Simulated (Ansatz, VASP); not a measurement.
# AlAs in VASP and in Ansatz

The input POSCAR:

```
AlAs
1.0
    0.0000000000      2.8382238927      2.8382238927
    2.8382238927      0.0000000000      2.8382238927
    2.8382238927      2.8382238927      0.0000000000
Al As
1 1
Direct
    0.0000000000      0.0000000000      0.0000000000
    0.2500000000      0.2500000000      0.2500000000
```

File INCAR.step1:

```
  PREC = Accurate
  ENCUT = 550
  ISMEAR = 0
  SIGMA = 0.01
  LREAL = F
  LASPH = T
  NELM = 120
  NBANDS = 11
  GGA = PE
  ALGO = Normal
  EDIFF = 1E-5
  LWAVE = T
  LCHARG = F
  GGA_COMPAT = F
```

Contents of INCAR.step2:

```
  PREC = Accurate
  ENCUT = 550
  EDIFF = 1E-6
  ISMEAR = 0
  SIGMA = 0.01
  LREAL = F
  LASPH = T
  NELM = 120
  ALGO = Normal
  ISIF = 2
  LWAVE = F
  LCHARG = T
  METAGGA = R2SCAN
  LMIXTAU = T
  LELF = T
  LVHAR = T
  NBANDS = 11
  ISTART = 1
  GGA_COMPAT = F
```

File KPOINTS:

```
regular mesh
0
Gamma
  8 8 8
```

Input for Ansatz:

```yaml
crystal:
  lattice:
    - [0.0, 2.8382238927, 2.8382238927]
    - [2.8382238927, 0.0, 2.8382238927]
    - [2.8382238927, 2.8382238927, 0.0]
  atoms:
    - { symbol: Al, position: [0.0, 0.0, 0.0] }
    - { symbol: As, position: [0.25, 0.25, 0.25] }
basis:
  ecutwfc: 500
kpoints:
  mp_grid: { grid: [8, 8, 8] }
  band_path:
    path:
      - [0.0, 0.0, 0.0]
      - [0.0, 0.0, 0.0]
      - [0.0, 0.0, 0.0]
      - [0.0, 0.0, 0.0]
      - [0.0, 0.0, 0.0]
      - [0.0, 0.0, 0.0]
      - [0.0, 0.0, 0.0]
      - [0.0, 0.0, 0.0]
      - [0.0, 0.0, 0.0]
      - [0.0, 0.0, 0.0]
      - [0.0, 0.0, 0.0]
      - [0.0, 0.0, 0.0]
      - [0.0, 0.0, 0.0]
      - [0.0, 0.0, 0.0]
      - [0.0, 0.0, 0.0]
      - [0.0, 0.0, 0.0]
      - [0.0, 0.0, 0.0]
      - [0.0, 0.0, 0.0]
      - [0.0, 0.0, 0.0]
      - [0.0, 0.0, 0.0]
      - [0.0, 0.0, 0.0]
      - [0.0, 0.0, 0.0]
      - [0.0, 0.0, 0.0]
      - [0.0, 0.0, 0.0]
      - [0.0, 0.0, 0.0]
      - [0.0, 0.0, 0.0]
      - [0.3, 0.3, 0.0]
      - [0.3166666667, 0.3166666667, 0.0]
      - [0.3333333333, 0.3333333333, 0.0]
      - [0.35, 0.35, 0.0]
      - [0.3666666667, 0.3666666667, 0.0]
      - [0.3833333333, 0.3833333333, 0.0]
      - [0.4, 0.4, 0.0]
      - [0.4166666667, 0.4166666667, 0.0]
      - [0.4333333333, 0.4333333333, 0.0]
      - [0.45, 0.45, 0.0]
      - [0.4666666667, 0.4666666667, 0.0]
      - [0.4833333333, 0.4833333333, 0.0]
      - [0.5, 0.5, 0.0]
      - [0.5, 0.5, 0.5]
      - [0.5, 0.5, 0.5]
      - [0.5, 0.5, 0.5]
      - [0.5, 0.5, 0.5]
      - [0.5, 0.5, 0.5]
      - [0.5, 0.5, 0.5]
      - [0.5, 0.5, 0.5]
      - [0.5, 0.5, 0.5]
      - [0.5, 0.5, 0.5]
      - [0.5, 0.5, 0.5]
      - [0.5, 0.5, 0.5]
      - [0.5, 0.5, 0.5]
      - [0.5, 0.5, 0.5]
    npoints: 1
hamiltonian:
  xc: r2scan
  pseudopotentials: { kind: paw, azcp: { folder: soft_1 } }
scf:
  occupations: { method: fixed }
  n_extra_bands: 5
output:
  eigenvalues: true
```

Alike in both runs: task single point; functional r2SCAN; k mesh 8 × 8 × 8; no spin polarisation.

```csv
,VASP,Ansatz
version,VASP 6.6.1,Ansatz 0.2.0
potentials or method,"VASP PAW PBE potentials, release 64 (Al, As), cutoff 550 eV","scalar-relativistic, plane waves, PAW"
occupations,"gaussian, width 0.01 eV",fixed
valence electrons in the cell,8,18
```

Ansatz gave:

| Property | Result |
| --- | --- |
| gap on the k mesh at the Fermi level (eV) | 1.81 |
| least direct gap on the mesh (eV) | 2.63 |

Q: Estimate VASP's values.

A: gap on the k mesh at the Fermi level (eV): 1.80; least direct gap on the mesh (eV): 2.64.

VASP's potentials were made for PBE, not for r2SCAN. VASP's potentials hold 8 valence electrons a cell and Ansatz's 18, so a difference there can come from the potentials and not from the codes.
